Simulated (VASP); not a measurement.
Write the native input for VASP 6.6.1 that does the following.

```yaml
Task: single point
Functional: PBE
Potentials_or_basis: VASP PAW PBE potentials, release 64 (Bi_d, S)
Cutoff: 520 eV
k_mesh: 3 × 7 × 3
Occupations: fermi-dirac, width 0.02 eV
Spin: no spin polarisation
Dipole_correction: no
Further_INCAR_settings: LREAL = Auto; ALGO = Normal; EDIFF = 1e-07; NBANDS = 112
```

The structure of Bi2S3 lies in POSCAR:

```
Bi2S3
1.0
   10.6340000000      0.0000000000      0.0000000000
    0.0000000000      3.8423000000      0.0000000000
    0.0000000000      0.0000000000     10.4630000000
Bi S
8 12
Direct
    0.9905300910      0.2500000000      0.6778226629
    0.5094699090      0.7500000000      0.1778226629
    0.4905300910      0.2500000000      0.8221773371
    0.0094699090      0.7500000000      0.3221773371
    0.3204078244      0.2500000000      0.4726575629
    0.1795921756      0.7500000000      0.9726575629
    0.8204078244      0.2500000000      0.0273424371
    0.6795921756      0.7500000000      0.5273424371
    0.0517652561      0.2500000000      0.1282471272
    0.4482347439      0.7500000000      0.6282471272
    0.5517652561      0.2500000000      0.3717528728
    0.9482347439      0.7500000000      0.8717528728
    0.3747407823      0.2500000000      0.0597725712
    0.1252592177      0.7500000000      0.5597725712
    0.8747407823      0.2500000000      0.4402274288
    0.6252592177      0.7500000000      0.9402274288
    0.2234281056      0.2500000000      0.7951477476
    0.2765718944      0.7500000000      0.2951477476
    0.7234281056      0.2500000000      0.7048522524
    0.7765718944      0.7500000000      0.2048522524
```

The input as run:

INCAR

```
ALGO = Normal
EDIFF = 1E-7
ENCUT = 520
GGA = PE
ISIF = 2
ISMEAR = -1
LASPH = True
LCHARG = True
LELF = True
LREAL = Auto
LVHAR = True
LWAVE = False
NBANDS = 112
NELM = 60
PREC = Accurate
SIGMA = 0.02
```

KPOINTS

```
k-points
0
Gamma
  3 7 3
```

Potentials or basis: VASP PAW PBE potentials, release 64 (Bi_d, S).

Launch:

```sh
$ cat potpaw_PBE.64/Bi_d/POTCAR potpaw_PBE.64/S/POTCAR > POTCAR
$ mpirun -np 1 vasp_std > vasp.out
```

It gave:

- Pressure: 11.8 GPa
- Largest force: 0.019 eV/Å
- Band gap on the k mesh: 0.95 eV

Caveat: the cell stands under pressure; spin-orbit coupling is left out, which moves the levels of the heavy elements; an odd mesh through Γ misses points on the zone boundary, where band edges can lie.

It took 23 min on 1 thread of Oxide Virtual Turin-like Processor, with other jobs on the host, peak memory 0.69 GiB.
